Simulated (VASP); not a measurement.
A run of VASP 6.6.1:

INCAR

```
PREC     = Accurate       # precision mode
ENCUT    = 500            # plane-wave cutoff, eV
EDIFF    = 1E-6           # SCF threshold, eV
ISMEAR   = 0              # smearing method
SIGMA    = 0.01           # smearing width, eV
LREAL    = False          # projectors in reciprocal space
LASPH    = True           # aspherical terms in the spheres
NELM     = 120            # most SCF steps
ALGO     = Normal         # electronic algorithm
ISIF     = 2              # what is computed and relaxed
LWAVE    = False          # write WAVECAR
LCHARG   = False          # write CHGCAR
GGA      = PE             # functional
NBANDS   = 20             # bands
GGA_COMPAT= False
```

Contents of KPOINTS:

```
regular mesh
0
Gamma
  6 6 4
```

Contents of POSCAR:

```
SnS2
1.0
    3.6607574670      0.0000000000      0.0000000000
   -1.8303787335      3.1703089635      0.0000000000
    0.0000000000      0.0000000000      5.9618049232
Sn S
1 2
Direct
    0.0000000000      0.0000000000      0.0000000000
    0.3333333333      0.6666666667      0.2455903389
    0.6666666667      0.3333333333      0.7544096611
```

Potentials or basis: VASP PAW PBE potentials, release 64 (Sn_d, S).

Run with:

```bash
$ cat potpaw_PBE.64/Sn_d/POTCAR potpaw_PBE.64/S/POTCAR > POTCAR
$ mpirun -np 1 vasp_std > vasp.out
```

Hardware: 1 thread of Intel(R) Xeon(R) Platinum 8375C CPU @ 2.90GHz (Ice Lake), on a shared host.

Q: Estimate the wall time of this run.

A: It took 37 s on 1 thread of Intel(R) Xeon(R) Platinum 8375C CPU @ 2.90GHz (Ice Lake) (shared host), peak memory 0.19 GiB. Counts: scf iterations 12, k points 24.
